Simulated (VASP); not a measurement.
# MoS2 (P-3m1) in VASP: a series of runs, part 2 of 2

VASP 6.6.1. Earlier steps stand in the parts before.

### Step 3. Single point, PBE+D3(BJ)

This run uses another cell than the first one, of 16.19 Å³/atom.

INCAR

```
PREC     = Accurate       # precision mode
ENCUT    = 520            # plane-wave cutoff, eV
EDIFF    = 1E-6           # SCF threshold, eV
ISMEAR   = 0              # smearing method
SIGMA    = 0.05           # smearing width, eV
LREAL    = False          # projectors in reciprocal space
LASPH    = True           # aspherical terms in the spheres
NELM     = 100            # most SCF steps
ALGO     = Normal         # electronic algorithm
ISIF     = 2              # what is computed and relaxed
LWAVE    = False          # write WAVECAR
LCHARG   = True           # write CHGCAR
GGA      = PE             # functional
IVDW     = 12             # dispersion correction
LELF     = True           # ELF
LVHAR    = True         
NBANDS   = 35             # bands
```

KPOINTS

```
Automatic mesh
0
Gamma
  12 12 4
```

POSCAR

```
MoS2
1.0
    2.9919000000      0.0000000000      0.0000000000
   -1.4959500000      2.5910614056      0.0000000000
    0.0000000000      0.0000000000     12.5312000000
Mo S
2 4
Direct
    0.6666666667      0.3333333333      0.2501439769
    0.3333333333      0.6666666667      0.7498560231
    0.3333333333      0.6666666667      0.3795985159
    0.6666666667      0.3333333333      0.8793132861
    0.3333333333      0.6666666667      0.1206867139
    0.6666666667      0.3333333333      0.6204014841
```

Potentials or basis: VASP PAW PBE potentials, release 64 (Mo_sv, S).

Started as:

```console
cat potpaw_PBE.64/Mo_sv/POTCAR potpaw_PBE.64/S/POTCAR > POTCAR
mpirun -np 1 vasp_std > vasp.out
```

OUTCAR:

```text
PREC = Accurate
   ENCUT = 520
   EDIFF = 1E-6
   ISMEAR = 0
   LREAL = False
   LASPH = True
   NELM = 100
   ISIF = 2
   GGA = PE
   IVDW = 12
 IVDW          = 12

 ion  position               nearest neighbor table
   1  0.667  0.333  0.250-   3 2.37   3 2.37   3 2.37   5 2.37   5 2.37   5 2.37
   2  0.333  0.667  0.750-   6 2.37   6 2.37   6 2.37   4 2.37   4 2.37   4 2.37
   3  0.333  0.667  0.380-   1 2.37   1 2.37   1 2.37
   4  0.667  0.333  0.879-   2 2.37   2 2.37   2 2.37
   5  0.333  0.667  0.121-   1 2.37   1 2.37   1 2.37
   6  0.667  0.333  0.620-   2 2.37   2 2.37   2 2.37

  LATTYP: Found a hexagonal cell.
 ALAT       =     2.9919000000
 C/A-ratio  =     4.1883752799

  Lattice vectors:

 A1 = (   2.9919000000,   0.0000000000,   0.0000000000)
 A2 = (  -1.4959500000,   2.5910614056,   0.0000000000)
 A3 = (   0.0000000000,   0.0000000000,  12.5312000000)

Analysis of symmetry for initial positions (statically):
=====================================================================
 Subroutine PRICEL returns:
 Original cell was already a primitive cell.

 Routine SETGRP: Setting up the symmetry group for a
 hexagonal supercell.

 Subroutine GETGRP returns: Found 12 space group operations
 (whereof 12 operations were pure point group operations)
 out of a pool of 24 trial point group operations.

The static configuration has the point symmetry D_3d.

Analysis of symmetry for dynamics (positions and initial velocities):
=====================================================================
 Subroutine PRICEL returns:
 Original cell was already a primitive cell.

 Routine SETGRP: Setting up the symmetry group for a
 hexagonal supercell.

 Subroutine GETGRP returns: Found 12 space group operations
 (whereof 12 operations were pure point group operations)
 out of a pool of 24 trial point group operations.

The dynamic configuration has the point symmetry D_3d.

[... 128 lines left out ...]
  Fermi-wavevector in a.u.,A,eV,Ry     =   1.329240  2.511900 24.039855  1.766879
  Thomas-Fermi vector in A             =   2.458417
   LORBIT       =      0    0 simple, 1 ext, 2 COOP (PROOUT), +10 PAW based schemes
   GGA     = PE    functional components
   LHFCALC =     F    Hartree Fock is set to
   AEXX    =    0.0000 exact exchange contribution
   IVDW    =    12    specifies the selected vdW correction
   LEPSILON=     F    determine dielectric tensor
   LRPA    =     F    only Hartree local field effects (RPA)
 non-spin polarized calculation
 Gauss-broadening in eV      SIGMA  =   0.05
  energy-cutoff  :      520.00
  volume of cell :       97.14
 maximum number of plane-waves:      2660
 NGX is ok and might be reduce to    24
   NGX = 11   NGY = 11   NGZ = 47

 number of electron      52.0000001 magnetization

 Free energy of the ion-electron system (eV)
  ---------------------------------------------------
  ext. energy  EPLUGINS =         0.00000000
  ---------------------------------------------------
  free energy    TOTEN  =       -42.84774288 eV

  energy without entropy =      -42.84774288  energy(sigma->0) =      -42.84774288

 E-fermi :   8.5124     XC(G=0): -11.3389

 val. band max:        8.2171749209   @ k =   0.3333   0.3333   0.0000
 cond. band min:       9.3240720996   @ k =   0.1667   0.1667   0.0000
 fundamental gap:      1.1068971786
 Fermi energy:         8.5124221283

 k-point     1 :       0.0000    0.0000    0.0000
  band No.  band energies     occupation
      1     -52.5873      2.00000
      2     -52.5873      2.00000
      3     -26.8665      2.00000
      4     -26.8664      2.00000
      5     -26.3848      2.00000
      6     -26.3848      2.00000
[... 901 lines left out ...]
     34      12.0464      0.00000
     35      16.6765      0.00000

 [... further k-points ...]

------------------------ aborting loop because EDIFF is reached ----------------------------------------

 Edisp (eV)   -2.81070

 E8    (eV) :    -1.1335

  FORCE on cell =-STRESS in cart. coord.  units (eV):
  Direction    XX          YY          ZZ          XY          YZ          ZX
  --------------------------------------------------------------------------------------
  -------------------------------------------------------------------------------------
  Total      10.07290    10.07290    -0.38728     0.00000     0.00000     0.00000
  in kB     166.12986   166.12986    -6.38736     0.00000     0.00000     0.00000
  external pressure =      108.62 kB  Pullay stress =        0.00 kB

 VOLUME and BASIS-vectors are now :
 -----------------------------------------------------------------------------
  energy-cutoff  :      520.00
  volume of cell :       97.14
      direct lattice vectors                 reciprocal lattice vectors
     2.991900000  0.000000000  0.000000000     0.334235770  0.192971112  0.000000000
    -1.495950000  2.591061406  0.000000000     0.000000000  0.385942223  0.000000000
     0.000000000  0.000000000 12.531200000     0.000000000  0.000000000  0.079800817

 POSITION                                       TOTAL-FORCE (eV/Angst)
 -----------------------------------------------------------------------------------
      1.49595      0.86369      3.13460        -0.000000     -0.000000     -0.001064
     -0.00000      1.72737      9.39660        -0.000000      0.000000      0.001064
     -0.00000      1.72737      4.75682         0.000000     -0.000000      0.053579
      1.49595      0.86369     11.01885         0.000000      0.000000      0.055362
     -0.00000      1.72737      1.51235         0.000000      0.000000     -0.055362
      1.49595      0.86369      7.77438         0.000000      0.000000     -0.053579
 -----------------------------------------------------------------------------------
    total drift:                               -0.000000      0.000000      0.000000

  FREE ENERGIE OF THE ION-ELECTRON SYSTEM (eV)
  ---------------------------------------------------
  free  energy   TOTEN  =       -45.6584396873 eV

  energy  without entropy=      -45.6584396873  energy(sigma->0) =      -45.65843969
```

It took 1.9 min on 1 thread of Intel Xeon 6975P-C (Granite Rapids), shared host; peak memory 0.35 GiB.

Results:

- Free energy: -45.6584 eV
- Pressure: 10.9 GPa
- Largest force: 0.055 eV/Å
- Band gap on the k mesh: 1.11 eV (least direct gap 1.95 eV)
- Dispersion energy per atom: -0.468 eV

Forces in eV/Å, atoms in the order of the input:
```
Mo   0.000  0.000 -0.001
Mo   0.000  0.000  0.001
S    0.000  0.000  0.054
S    0.000  0.000  0.055
S    0.000  0.000 -0.055
S    0.000  0.000 -0.054
```

Caveat: the stress differs along the axes, from -1 to 17 GPa.

### Step 4. Single point, PBE+D3(BJ)

This run uses another cell than the first one, of 16.25 Å³/atom.

INCAR

```
SYSTEM = MoS2
PREC     = Accurate       ! precision mode
ENCUT    = 520            ! plane-wave cutoff, eV
EDIFF    = 1E-7           ! SCF threshold, eV
ISMEAR   = 0              ! smearing method
SIGMA    = 0.05           ! smearing width, eV
LREAL    = .FALSE.        ! projectors in reciprocal space
LASPH    = .TRUE.         ! aspherical terms in the spheres
NELM     = 100            ! most SCF steps
ALGO     = Normal         ! electronic algorithm
ISIF     = 2              ! what is computed and relaxed
LWAVE    = .FALSE.        ! write WAVECAR
LCHARG   = .FALSE.        ! write CHGCAR
GGA      = PE             ! functional
IVDW     = 12             ! dispersion correction
NBANDS   = 35             ! bands
```

KPOINTS

```
regular mesh
0
G
  12 12 4
  0 0 0
```

Edit POSCAR of step 3 so:

```diff
@@ -2,5 +2,5 @@
 1.0
-    2.9919000000      0.0000000000      0.0000000000
-   -1.4959500000      2.5910614056      0.0000000000
-    0.0000000000      0.0000000000     12.5312000000
+    3.0234000000      0.0000000000      0.0000000000
+   -1.5117000000      2.6183412058      0.0000000000
+    0.0000000000      0.0000000000     12.3135000000
 Mo S
```

Started as:

```console
cat potpaw_PBE.64/Mo_sv/POTCAR potpaw_PBE.64/S/POTCAR > POTCAR
mpirun -np 1 vasp_std > vasp.out
```

It took 1.9 min on 1 thread of Intel Xeon 6975P-C (Granite Rapids), shared host; peak memory 0.34 GiB.

The run converged. Its results:

| Property | Result |
| --- | --- |
| Free energy | -45.8414 eV |
| Pressure | 10.5 GPa |
| Largest force | 0.354 eV/Å |
| Band gap on the k mesh | 0.99 eV (least direct gap 2.08 eV) |
| Dispersion energy per atom | -0.467 eV |

Forces on the atoms (eV/Å):
```
Mo   0.000  0.000 -0.001
Mo   0.000  0.000  0.001
S    0.000  0.000  0.352
S    0.000  0.000  0.354
S    0.000  0.000 -0.354
S    0.000  0.000 -0.352
```

Stress tensor (GPa, compression positive):
```
14.19  0.00  0.00
 0.00 14.19  0.00
 0.00  0.00  3.05
```

Levels at points of the mesh, in eV from the valence-band top:
```
           k point  band 24  band 25  band 26  band 27  band 28  band 29
(0.00, 0.00, 0.00)    -1.46    -1.23     0.00     2.83     2.83     2.86
(0.50, 0.00, 0.00)    -1.13    -1.07    -0.84     2.52     2.56     2.61
(0.00, 0.00, 0.50)    -1.52    -0.34    -0.33     2.83     2.83     2.83
(0.50, 0.00, 0.50)    -1.13    -0.96    -0.96     2.54     2.54     2.85
```

Caveat: the stress differs along the axes, from 3 to 14 GPa.

### Step 5. Overview

| cell | gap on the mesh (eV) | pressure (GPa) | largest force (eV/Å) |
| --- | --- | --- | --- |
| a = 3.118, b = 3.118, c = 11.443 Å, angles 90.0, 90.0, 120.0°, 6 atoms | 0.43 | 14.4 | 1.92 |
| a = 2.992, b = 2.992, c = 12.531 Å, angles 90.0, 90.0, 120.0°, 6 atoms | 1.11 | 10.9 | 0.06 |
| a = 3.023, b = 3.023, c = 12.313 Å, angles 90.0, 90.0, 120.0°, 6 atoms | 0.99 | 10.5 | 0.35 |

Alike in all rows: task single point; level PBE+D3(BJ); potentials or basis VASP PAW PBE potentials, release 64 (Mo_sv, S); no spin polarisation; k mesh 12 × 12 × 4; cutoff (eV) 520; smearing gaussian 0.05 eV.

Caveats: the stress differs along the axes, from 11 to 22 GPa (at least some runs); semilocal functionals underestimate gaps, and a narrow one can read as zero (at least some runs); forces of over 1 eV/Å act on the atoms, so gaps and moduli don't describe the material at rest (at least some runs); the stress differs along the axes, from -1 to 17 GPa (at least some runs); the stress differs along the axes, from 3 to 14 GPa (at least some runs).

Absolute energies hang on the potentials; compare differences alone.
